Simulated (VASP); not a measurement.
Input of a VASP 6.6.1 run:

The input INCAR:

```
PREC = Accurate
ENCUT = 500
EDIFF = 1E-6
ISMEAR = -1
SIGMA = 0.1
LREAL = False
LASPH = True
NELM = 120
ALGO = Normal
ISIF = 2
LWAVE = False
LCHARG = True
GGA = RP
LELF = True
LVHAR = True
NBANDS = 13
GGA_COMPAT = False
```

The input KPOINTS:

```
Automatic mesh
0
Gamma
  15 15 15
```

File POSCAR:

```
Pb
1.0
    0.0000000000      2.0215473687      2.0215473687
    2.0215473687      0.0000000000      2.0215473687
    2.0215473687      2.0215473687      0.0000000000
Pb
1
Direct
    0.0000000000      0.0000000000      0.0000000000
```

Potentials or basis: VASP PAW PBE potentials, release 64 (Pb_d).

Command:

```bash
$ cat potpaw_PBE.64/Pb_d/POTCAR > POTCAR
$ mpirun -np 1 vasp_std > vasp.out
```

**Question.** Predict the pressure.

**Answer.** 136.1 GPa.

**Question.** Estimate the band gap on the k mesh.

**Answer.** Zero (band 7 reaches 25.82 eV, above the bottom of band 8 at 14.19 eV).

Caveat: the PAW data sets were made with another functional, which shifts forces and pressure a little; spin-orbit coupling is left out, which moves the levels of the heavy elements.
